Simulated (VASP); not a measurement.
# Mo (I4/mmm) in VASP: notebook

The runs below take Mo through single point, with PBE.

Everything below comes from runs of VASP 6.6.1. Logs are shortened: lines on timing, memory, paths and dates and some standing lists are left out, and cuts for length are marked.

### Step 1. The cell of the first run

Symmetry: I4/mmm, No. 139, tetragonal system. Conventional cell: a = 2.930 Å, b = 2.930 Å, c = 3.812 Å, α = 90.00°, β = 90.00°, γ = 90.00°. Mo (site symmetry 4/mmm) has 12 Mo at 2.82 to 2.93 Å within 3.7 Å.

### Step 2. Single point, PBE

Input file INCAR:

```
SYSTEM = Mo
PREC = Accurate
ENCUT = 520
EDIFF = 1E-6
ISMEAR = 0
SIGMA = 0.15
LREAL = .False.
LASPH = .True.
NELM = 60
ALGO = Fast
ISIF = 2
LWAVE = .False.
LCHARG = .False.
GGA = PE
NBANDS = 13
```

Input file KPOINTS:

```
Automatic mesh
0
Gamma
  22 22 22
  0 0 0
```

Input file POSCAR:

```
Mo
1.0
    0.0000000000      2.0717902012      1.9060469851
    2.0717902012      0.0000000000      1.9060469851
    2.0717902012      2.0717902012      0.0000000000
Mo
1
Direct
    0.0000000000      0.0000000000      0.0000000000
```

Potentials or basis: VASP PAW PBE potentials, release 64 (Mo_sv).

Command:

```sh
$ cat potpaw_PBE.64/Mo_sv/POTCAR > POTCAR
$ mpirun -np 1 vasp_std > vasp.out
```

OUTCAR:

```text
SYSTEM = Mo
   PREC = Accurate
   ENCUT = 520
   EDIFF = 1E-6
   ISMEAR = 0
   LREAL = .False.
   LASPH = .True.
   NELM = 60
   ISIF = 2
   GGA = PE

 ion  position               nearest neighbor table
   1  0.000  0.000  0.000-

  LATTYP: Found a body centered tetragonal cell.
 ALAT       =     2.9299538009
 C/A-ratio  =     1.3010764774

  Lattice vectors:

 A1 = (   0.0000000000,  -2.0717902012,  -1.9060469851)
 A2 = (   0.0000000000,   2.0717902012,  -1.9060469851)
 A3 = (   2.0717902012,   0.0000000000,   1.9060469851)

Analysis of symmetry for initial positions (statically):
=====================================================================
 Subroutine PRICEL returns:
 Original cell was already a primitive cell.

 Routine SETGRP: Setting up the symmetry group for a
 body centered tetragonal supercell.

 Subroutine GETGRP returns: Found 16 space group operations
 (whereof 16 operations were pure point group operations)
 out of a pool of 16 trial point group operations.

The static configuration has the point symmetry D_4h.

Analysis of symmetry for dynamics (positions and initial velocities):
=====================================================================
 Subroutine PRICEL returns:
 Original cell was already a primitive cell.

 Routine SETGRP: Setting up the symmetry group for a
 body centered tetragonal supercell.

 Subroutine GETGRP returns: Found 16 space group operations
 (whereof 16 operations were pure point group operations)
 out of a pool of 16 trial point group operations.

The dynamic configuration has the point symmetry D_4h.

 Subroutine INISYM returns: Found 16 space group operations
 (whereof 16 operations are pure point group operations),
 and found     1 'primitive' translations

----------------------------------------------------------------------------------------

                                     Primitive cell

  volume of cell :      16.3627

  direct lattice vectors                    reciprocal lattice vectors
     0.000000000  2.071790201  1.906046985    -0.241337178  0.241337178  0.262323019
     2.071790201  0.000000000  1.906046985     0.241337178 -0.241337178  0.262323019
     2.071790201  2.071790201  0.000000000     0.241337178  0.241337178 -0.262323019

  length of vectors
     2.815196218  2.815196218  2.929953801     0.430465600  0.430465600  0.430465600

  position of ions in fractional coordinates (direct lattice)
     0.000000000  0.000000000  0.000000000

  ion indices of the primitive-cell ions
   primitive index   ion index
                 1           1

----------------------------------------------------------------------------------------

 KPOINTS: Automatic mesh

Automatic generation of k-mesh.
 Grid dimensions read from file:
 generate k-points for:   22   22   22

 Generating k-lattice:

  Cartesian coordinates                     Fractional coordinates (reciprocal lattice)
    -0.010969872  0.010969872  0.011923774     0.045454545 -0.000000000  0.000000000
     0.010969872 -0.010969872  0.011923774    -0.000000000  0.045454545  0.000000000
     0.010969872  0.010969872 -0.011923774     0.000000000  0.000000000  0.045454545

  Length of vectors
     0.019566618  0.019566618  0.019566618

  Shift w.r.t. Gamma in fractional coordinates (k-lattice)
     0.000000000  0.000000000  0.000000000

 Subroutine IBZKPT returns following result:
 ===========================================

 Found    834 irreducible k-points:

 Following reciprocal coordinates:
            Coordinates               Weight
  0.000000  0.000000  0.000000      1.000000
  0.045455 -0.000000  0.000000      8.000000
  0.090909 -0.000000  0.000000      8.000000
  0.136364  0.000000  0.000000      8.000000
  0.181818  0.000000  0.000000      8.000000
  0.227273 -0.000000  0.000000      8.000000
[... 16 lines left out ...]
  0.500000  0.045455  0.000000      8.000000
 -0.454545  0.045455  0.000000      8.000000
 [... further k-points ...]
   k-points           NKPTS =    834   k-points in BZ     NKDIM =    834   number of bands    NBANDS=     13
   number of dos      NEDOS =    301   number of ions     NIONS =      1
   total plane-waves  NPLWV =  13824
   dimension x,y,z NGX =    24 NGY =   24 NGZ =   24
   dimension x,y,z NGXF=    48 NGYF=   48 NGZF=   48
   ions per type =               1
   NGX,Y,Z   is equivalent  to a cutoff of  14.17, 14.17, 13.62 a.u.
   NGXF,Y,Z  is equivalent  to a cutoff of  28.35, 28.35, 27.24 a.u.
 SYSTEM =  Mo
   PREC   = accura    normal or accurate (medium, high low for compatibility)
   ISTART =      0    job   : 0-new  1-cont  2-samecut
   ICHARG =      2    charge: 1-file 2-atom 10-const
   ISPIN  =      1    spin polarized calculation?
   LNONCOLLINEAR =      F non collinear calculations
   LSORBIT =      F    spin-orbit coupling
   LASPH  =      T    aspherical Exc in radial PAW
   ENCUT  =  520.0 eV  38.22 Ry    6.18 a.u.   5.23  5.23  5.45*2*pi/ulx,y,z
   NELM   =     60;   NELMIN=  2; NELMDL= -5     # of ELM steps
   EDIFF  = 0.1E-05   stopping-criterion for ELM
   LREAL  =      F    real-space projection
   EDIFFG = 0.1E-04   stopping-criterion for IOM
   NSW    =      0    number of steps for IOM
   IBRION =     -1    ionic relax: 0-MD 1-quasi-New 2-CG
   NFREE  =      0    steps in history (QN), initial steepest desc. (CG)
   ISIF   =      2    stress and relaxation
   ISYM   =      2    0-nonsym 1-usesym 2-fastsym
   POTIM  = 0.5000    time-step for ionic-motion
   TEBEG  =    0.0;   TEEND  =   0.0 temperature during run
   PSTRESS=    0.0 pullay stress
   NELECT =      14.0000    total number of electrons
   NUPDOWN=      -1.0000    fix difference up-down
   EMIN   =  10.00;   EMAX   =-10.00  energy-range for DOS
   EFERMI =   0.00;   METHOD = LEGACY
   ISMEAR =     0;   SIGMA  =   0.15  broadening in eV -4-tet -1-fermi 0-gaus
   EFERMI_NEDOS =   21; number of points for ismear=-14 and -15
   IALGO  =     68    algorithm
   IMIX   =      4    mixing-type and parameters
     AMIX     =   0.40;   BMIX     =  1.00
     AMIX_MAG =   1.60;   BMIX_MAG =  1.00
  volume/ion in A,a.u.               =      16.36       110.42
  Fermi-wavevector in a.u.,A,eV,Ry     =   1.554172  2.936960 32.864208  2.415451
  Thomas-Fermi vector in A             =   2.658297
   LORBIT       =      0    0 simple, 1 ext, 2 COOP (PROOUT), +10 PAW based schemes
   GGA     = PE    functional components
   LHFCALC =     F    Hartree Fock is set to
   AEXX    =    0.0000 exact exchange contribution
   IVDW    =     0    specifies the selected vdW correction
   LEPSILON=     F    determine dielectric tensor
   LRPA    =     F    only Hartree local field effects (RPA)
 non-spin polarized calculation
 RMM-DIIS sequential band-by-band and
 Gauss-broadening in eV      SIGMA  =   0.15
  energy-cutoff  :      520.00
  volume of cell :       16.36
 maximum number of plane-waves:       455
 NGX is ok and might be reduce to    24

 number of electron      14.0000002 magnetization

 Free energy of the ion-electron system (eV)
  ---------------------------------------------------
  ext. energy  EPLUGINS =         0.00000000
  ---------------------------------------------------
  free energy    TOTEN  =       -10.56360515 eV

  energy without entropy =      -10.54856635  energy(sigma->0) =      -10.55608575

 E-fermi :  11.5925     XC(G=0): -13.1203

 val. band max:       11.5923525187   @ k =   0.1818   0.0000   0.0000
 cond. band min:      11.5952316646   @ k =   0.4091   0.0455   0.0909
 fundamental gap:      0.0028791459
 Fermi energy:        11.5925157159

 k-point     1 :       0.0000    0.0000    0.0000
  band No.  band energies     occupation
      1     -49.2927      2.00000
      2     -22.6865      2.00000
      3     -22.6865      2.00000
      4     -22.6482      2.00000
      5       4.7965      2.00000
      6      10.5040      2.00000
      7      10.5040      2.00000
      8      11.4339      1.86519
      9      12.6841      0.00000
     10      13.8993      0.00000
     11      24.6613      0.00000
     12      28.8275      0.00000
     13      28.8275      0.00000

 k-point     2 :       0.0455   -0.0000    0.0000
  band No.  band energies     occupation
      1     -49.2885      2.00000
      2     -22.7061      2.00000
      3     -22.6912      2.00000
      4     -22.6567      2.00000
      5       4.8797      2.00000
      6      10.4889      2.00000
      7      10.5404      2.00000
      8      11.4275      1.88019
      9      12.6661      0.00000
     10      13.8595      0.00000
     11      24.8197      0.00000
     12      28.7088      0.00000
     13      28.9704      0.00000

 k-point     3 :       0.0909   -0.0000    0.0000
  band No.  band energies     occupation
      1     -49.2765      2.00000
      2     -22.7770      2.00000
      3     -22.7049      2.00000
      4     -22.6675      2.00000
      5       5.1219      2.00000
      6      10.4266      2.00000
      7      10.6352      2.00000
      8      11.4358      1.86059
      9      12.6310      0.00000
     10      13.7541      0.00000
     11      25.2645      0.00000
     12      28.2545      0.00000
     13      29.3908      0.00000
[... 305 lines left out ...]
 k-point    23 :       0.5000    0.0455    0.0000
  band No.  band energies     occupation
      1     -49.0829      2.00000
      2     -23.8833      2.00000
      3     -22.9207      2.00000
      4     -22.7711      2.00000
      5       7.0172      2.00000
      6      10.1346      2.00000
      7      11.0643      2.00000
      8      12.6987      0.00000
      9      15.3251      0.00000
     10      15.6527      0.00000
     11      22.2608      0.00000
     12      24.3952      0.00000
     13      29.8941      0.00000

 k-point    24 :      -0.4545    0.0455    0.0000
  band No.  band energies     occupation
      1     -49.0851      2.00000
      2     -23.8708      2.00000
      3     -22.9143      2.00000
      4     -22.7754      2.00000
      5       7.0273      2.00000
      6      10.1400      2.00000
      7      11.0452      2.00000
      8      12.6740      0.00000
      9      15.3347      0.00000
     10      15.4872      0.00000
     11      22.3633      0.00000
     12      24.4507      0.00000
     13      30.1828      0.00000

 [... further k-points ...]
[... 5 lines left out ...]
  --------------------------------------------------------------------------------------
  -------------------------------------------------------------------------------------
  Total        0.1282132      0.1282132     -1.5477095      0.0000000      0.0000000      0.0000000
  in kB       12.5541761     12.5541761   -151.5461394      0.0000000      0.0000000      0.0000000
  external PRESSURE =     -42.1459291 kB  Pullay stress =       0.0000000 kB

 VOLUME and BASIS-vectors are now :
 -----------------------------------------------------------------------------
  energy-cutoff  :      520.00
  volume of cell :       16.36
      direct lattice vectors                 reciprocal lattice vectors
     0.000000000  2.071790201  1.906046985    -0.241337178  0.241337178  0.262323019
     2.071790201  0.000000000  1.906046985     0.241337178 -0.241337178  0.262323019
     2.071790201  2.071790201  0.000000000     0.241337178  0.241337178 -0.262323019

 POSITION                                       TOTAL-FORCE (eV/Angst)
 -----------------------------------------------------------------------------------
      0.00000      0.00000      0.00000         0.000000      0.000000      0.000000
 -----------------------------------------------------------------------------------
    total drift:                               -0.000000     -0.000000     -0.000000

  FREE ENERGIE OF THE ION-ELECTRON SYSTEM (eV)
  ---------------------------------------------------
  free  energy   TOTEN  =       -10.5636051519 eV

  energy  without entropy=      -10.5485663484  energy(sigma->0) =      -10.55608575
```

Wall time 89 s (1 thread of AMD EPYC 9R45 (Zen 5), shared host); peak memory 0.24 GiB.

What came out:

| Property | Result |
| --- | --- |
| Free energy | -10.5636 eV |
| Pressure | -4.2 GPa |
| Band gap on the k mesh | zero (band 7 reaches 15.28 eV, above the bottom of band 8 at 10.90 eV) |

Stress tensor (GPa, compression positive):
```
  1.26   0.00   0.00
  0.00   1.26   0.00
  0.00   0.00 -15.15
```

### Step 3. Single point, PBE

This run uses another cell than the first one, of the same volume but with other edges.

Input file INCAR:

```
PREC = Accurate
ENCUT = 520
EDIFF = 1E-6
ISMEAR = 0
SIGMA = 0.15
LREAL = False
LASPH = True
NELM = 60
ALGO = Fast
ISIF = 2
LWAVE = False
LCHARG = False
GGA = PE
NBANDS = 13
```

Input file KPOINTS:

```
regular mesh
0
Gamma
  22 22 22
```

Input file POSCAR:

```
Mo
1.0
    0.0000000000      1.9519895519      2.1471885071
    1.9519895519      0.0000000000      2.1471885071
    1.9519895519      1.9519895519      0.0000000000
Mo
1
Direct
    0.0000000000      0.0000000000      0.0000000000
```

Potentials or basis: VASP PAW PBE potentials, release 64 (Mo_sv).

Command:

```sh
$ cat potpaw_PBE.64/Mo_sv/POTCAR > POTCAR
$ mpirun -np 1 vasp_std > vasp.out
```

It took 100 s on 1 thread of AMD EPYC 9R45 (Zen 5), shared host; peak memory 0.25 GiB.

Results (log left out):

- Free energy: -10.5567 eV
- Pressure: -4.1 GPa
- Band gap on the k mesh: zero (band 7 reaches 15.14 eV, above the bottom of band 8 at 11.07 eV)

Stress tensor (GPa, compression positive):
```
-7.12  0.00  0.00
 0.00 -7.12  0.00
 0.00  0.00  1.99
```

Levels at points of the mesh, in eV from the Fermi level:
| k point | band 5 | band 6 | band 7 | band 8 | band 9 | band 10 |
| --- | --- | --- | --- | --- | --- | --- |
| (0.00, 0.00, 0.00) | -6.81 | -1.58 | -0.39 | -0.39 | 0.86 | 2.50 |
| (0.50, 0.00, 0.00) | -4.66 | -1.57 | -0.39 | 1.36 | 3.45 | 3.99 |
| (0.50, 0.50, 0.00) | -4.91 | -4.20 | 2.57 | 3.84 | 4.21 | 4.21 |
| (0.50, 0.00, 0.50) | -4.99 | -4.30 | 3.52 | 3.65 | 4.39 | 4.94 |

### Step 4. Single point, PBE

This run uses another cell than the first one, of the same volume but with other edges.

Input file INCAR:

```
SYSTEM = Mo
ALGO = Fast
EDIFF = 1E-6
ENCUT = 520
GGA = PE
ISIF = 2
ISMEAR = 0
LASPH = .TRUE.
LCHARG = .FALSE.
LREAL = .FALSE.
LWAVE = .FALSE.
NBANDS = 13
NELM = 80
PREC = Accurate
SIGMA = 0.15
```

Input file KPOINTS:

```
k-points
0
G
  22 22 22
  0 0 0
```

Input file POSCAR:

```
Mo
1.0
    0.0000000000      2.3261475816      1.5119959281
    2.3261475816      0.0000000000      1.5119959281
    2.3261475816      2.3261475816      0.0000000000
Mo
1
Direct
    0.0000000000      0.0000000000      0.0000000000
```

Command:

```sh
$ cat potpaw_PBE.64/Mo_sv/POTCAR > POTCAR
$ mpirun -np 1 vasp_std > vasp.out
```

It took 93 s on 1 thread of AMD EPYC 9R45 (Zen 5), shared host; peak memory 0.25 GiB.

It converged, with:

- Free energy: -10.8574 eV
- Pressure: -7.2 GPa
- Band gap on the k mesh: zero (band 7 reaches 15.53 eV, above the bottom of band 8 at 10.74 eV)

Stress tensor (GPa, compression positive):
```
-14.80   0.00   0.00
  0.00 -14.80   0.00
  0.00   0.00   7.99
```

Levels at points of the mesh, in eV from the Fermi level:
| k point | band 3 | band 4 | band 5 | band 6 | band 7 | band 8 | band 9 | band 10 | band 11 | band 12 |
| --- | --- | --- | --- | --- | --- | --- | --- | --- | --- | --- |
| (0.00, 0.00, 0.00) | -34.64 | -34.59 | -7.06 | -1.84 | -0.88 | -0.88 | 0.92 | 2.13 | 14.31 | 14.31 |
| (0.50, 0.00, 0.00) | -35.04 | -34.67 | -5.07 | -3.47 | 1.57 | 1.73 | 2.81 | 4.43 | 11.27 | 11.78 |
| (0.50, 0.50, 0.00) | -35.53 | -35.29 | -5.17 | -4.98 | 3.67 | 3.67 | 3.94 | 8.01 | 8.01 | 10.24 |
| (0.50, 0.00, 0.50) | -34.92 | -34.60 | -4.98 | -2.46 | 0.80 | 1.06 | 1.82 | 4.32 | 10.47 | 12.20 |

### Step 5. Single point, PBE

This run uses another cell than the first one, of the same volume but with other edges.

Input file INCAR:

```
SYSTEM = Mo
PREC = Accurate ; ENCUT = 520
EDIFF = 1E-7 ; ISMEAR = 0
SIGMA = 0.15 ; LREAL = .False.
LASPH = .True. ; NELM = 100
ALGO = Fast ; ISIF = 2
LWAVE = .False. ; LCHARG = .False.
GGA = PE ; NBANDS = 13
```

Input file KPOINTS:

```
Automatic mesh
0
Gamma
  22 22 22
  0 0 0
```

Input file POSCAR:

```
Mo
1.0
    0.0000000000      1.7602646364      2.6403969547
    1.7602646364      0.0000000000      2.6403969547
    1.7602646364      1.7602646364      0.0000000000
Mo
1
Direct
    0.0000000000      0.0000000000      0.0000000000
```

Command:

```sh
$ cat potpaw_PBE.64/Mo_sv/POTCAR > POTCAR
$ mpirun -np 1 vasp_std > vasp.out
```

It took 98 s on 1 thread of AMD EPYC 9R45 (Zen 5), shared host; peak memory 0.24 GiB.

The run converged. Its results:

- Free energy: -10.3048 eV
- Pressure: 7.2 GPa
- Band gap on the k mesh: zero (band 7 reaches 13.01 eV, above the bottom of band 8 at 11.24 eV)

Stress tensor (GPa, compression positive):
```
 24.18   0.00   0.00
  0.00  24.18   0.00
  0.00   0.00 -26.85
```

Levels at points of the mesh, in eV from the Fermi level:
```
           k point  band 4  band 5  band 6  band 7  band 8  band 9  band 10  band 11
(0.00, 0.00, 0.00)  -34.27   -7.03   -4.15   -2.72    1.37    1.37     4.45    12.04
(0.50, 0.00, 0.00)  -34.11   -5.01   -3.13    0.76    1.49    2.89     3.19    10.79
(0.50, 0.50, 0.00)  -34.34   -5.18   -4.86   -0.66    3.53    3.53     4.69     7.22
(0.50, 0.00, 0.50)  -34.90   -5.92   -3.95    0.40    2.14    6.40     7.19     8.89
```

### Step 6. Summary

| cell | further INCAR settings | gap on the mesh (eV) | pressure (GPa) |
| --- | --- | --- | --- |
| a = 2.815, b = 2.815, c = 2.930 Å, angles 58.6, 58.6, 62.7°, 1 atom | ALGO = Fast; EDIFF = 1e-06; NBANDS = 13 | none | -4.2 |
| a = 2.902, b = 2.902, c = 2.761 Å, angles 61.6, 61.6, 56.8°, 1 atom | ALGO = Fast; EDIFF = 1e-06; NBANDS = 13 | none | -4.1 |
| a = 2.774, b = 2.774, c = 3.290 Å, angles 53.6, 53.6, 72.7°, 1 atom | ALGO = Fast; EDIFF = 1e-06; NBANDS = 13 | none | -7.2 |
| a = 3.173, b = 3.173, c = 2.489 Å, angles 66.9, 66.9, 46.2°, 1 atom | ALGO = Fast; EDIFF = 1e-07; NBANDS = 13 | none | 7.2 |

Alike in all rows: task single point; level PBE; potentials or basis VASP PAW PBE potentials, release 64 (Mo_sv); no spin polarisation; k mesh 22 × 22 × 22; cutoff (eV) 520; smearing gaussian 0.15 eV.

Total energies depend on the potentials used, so only differences within one code and one set of settings carry meaning.
